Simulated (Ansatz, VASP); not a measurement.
Two plane-wave programs on GeCl5

```
Ge Cl
1.0
     4.70906    0.00000    0.00000
     0.00000    4.70906    0.00000
     0.00000    0.00000    6.92018
Ge Cl
1 5
Direct
  0.50000 0.50000 0.00000
  0.00000 0.50000 0.20582
  0.50000 0.00000 0.20582
  0.00000 0.50000 0.79418
  0.50000 0.00000 0.79418
  0.00000 0.00000 0.50000
```

Alike in both runs: functional PBE; k mesh 4 × 4 × 2; occupations gaussian, width 0.1 eV; no spin polarisation.

Ansatz relaxed the structure, and its values are those at the end. VASP's run is a single point on that final structure, the one shown.

|  | VASP | Ansatz |
| --- | --- | --- |
| version | VASP 6.6.1 | Ansatz 0.2.0 |
| potentials or method | VASP PAW PBE potentials, release 64 (Ge_d, Cl), cutoff 520 eV | scalar-relativistic, plane waves, PAW |
| valence electrons in the cell | 49 | 49 |

```csv
,VASP,Ansatz,Ansatz less VASP
gap on the k mesh at the Fermi level (eV),none,none,-
pressure (GPa),0.2,0.2,+0.06
rms of the force components (eV/Å),0.005,0.003,-0.0022
```

A gap of «none» marks a metal or a gap that the smearing closes.

The k mesh is coarse, so the values compare programs but aren't converged.
